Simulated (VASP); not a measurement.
Wanted: the native input for a VASP 6.6.1 run.

* Task: relaxation of cell and atoms
* Functional: PBE
* Potentials or basis: VASP PAW PBE potentials, release 64 (Na_pv, B)
* Cutoff: 500 eV
* k mesh: 7 × 7 × 7
* Occupations: fermi-dirac, width 0.1 eV
* Spin: no spin polarisation
* Dipole correction: no
* Further INCAR settings: ALGO = Normal; EDIFF = 1e-07; IBRION = 2; EDIFFG = -0.02; NSW = 100; ISIF = 3

The structure of NaB lies in POSCAR:

```
NaB
1.0
    0.0000000000      2.6838690000      2.6838690000
    2.6838690000      0.0000000000      2.6838690000
    2.6838690000      2.6838690000      0.0000000000
Na B
1 1
Direct
    0.0000000000      0.0000000000      0.0000000000
    0.5000000000      0.5000000000      0.5000000000
```

The input as run:

INCAR

```
PREC = Accurate
ENCUT = 500
EDIFF = 1E-7
ISMEAR = -1
SIGMA = 0.1
LREAL = False
LASPH = True
NELM = 120
ALGO = Normal
ISIF = 3
LWAVE = False
LCHARG = False
GGA = PE
IBRION = 2
NSW = 100
EDIFFG = -0.02
GGA_COMPAT = False
NELMIN = 4
```

KPOINTS

```
regular mesh
0
Gamma
  7 7 7
```

Potentials or basis: VASP PAW PBE potentials, release 64 (Na_pv, B).

Launch:

```bash
$ cat potpaw_PBE.64/Na_pv/POTCAR potpaw_PBE.64/B/POTCAR > POTCAR
$ mpirun -np 1 vasp_std > vasp.out
```

It gave:

| Item | Value |
| --- | --- |
| Relaxed volume | 19.39 Å³/atom |
| Relaxed cell | a = 3.799 Å, b = 3.799 Å, c = 3.799 Å, α = 60.00°, β = 60.00°, γ = 60.00° |
| Space group after relaxing (to 0.1 Å) | Fm-3m (No. 225) |
| Energy gained by relaxing | 0.0 meV/atom |
| Ionic steps | 2 |
| Pressure after relaxing | 0.1 GPa |
| Band gap on the k mesh | zero (bands 5 and 6 overlap by 2.89 eV) |

Wall time 12 s on 1 thread of Intel(R) Xeon(R) Platinum 8259CL CPU @ 2.50GHz (Skylake/Cascade Lake), with other jobs on the host, peak memory 0.15 GiB.
